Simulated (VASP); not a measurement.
**ZnCu: single point with PBE**

The system is ZnCu.

```xyz
2
Lattice="2.9450 0.0000 0.0000 0.0000 3.0333 0.0000 0.0000 0.0000 2.9450" Properties=species:S:1:pos:R:3 pbc="T T T"
Zn    1.4725    1.5167    1.4725
Cu    0.0000    0.0000    0.0000
```

This cell differs from its parent crystal: strain +0.0300 x Voigt [0, 1, 0, 0, 0, 0].

- Program: VASP 6.6.1
- Task: single point
- Functional: PBE
- Potentials or basis: VASP PAW PBE potentials, release 64 (Zn, Cu)
- Cutoff: 520 eV
- k mesh: 16 × 16 × 16
- Occupations: gaussian, width 0.15 eV
- Spin: no spin polarisation
- Dipole correction: no
- Further INCAR settings: ALGO = Fast; EDIFF = 1e-06; NBANDS = 18

- Pressure: -0.1 GPa
- Band gap on the k mesh: zero (an odd number of electrons rules out a gap without spin polarisation)

Levels at points of the mesh, in eV from the Fermi level:
```tsv
k point	band 10	band 11	band 12	band 13	band 14	band 15
(0.00, 0.00, 0.00)	-2.69	-2.66	5.47	6.47	6.47	10.58
(0.50, 0.00, 0.00)	-3.17	-2.76	-1.92	10.96	11.54	11.87
(0.00, 0.50, 0.00)	-3.17	-2.73	-2.11	11.58	11.58	12.26
(0.50, 0.50, 0.00)	-2.47	-1.88	-1.83	1.54	1.90	13.87
(0.50, 0.00, 0.50)	-2.42	-1.66	-1.66	1.81	2.20	13.15
(0.50, 0.50, 0.50)	-2.41	3.66	4.24	4.24	4.34	4.34
```

It took 94 s on 1 thread of Intel(R) Xeon(R) Platinum 8488C (Sapphire Rapids), on a shared host, peak memory 0.3 GiB.

Caveat: the cell differs from its parent crystal (strain +0.0300 x Voigt [0, 1, 0, 0, 0, 0]).
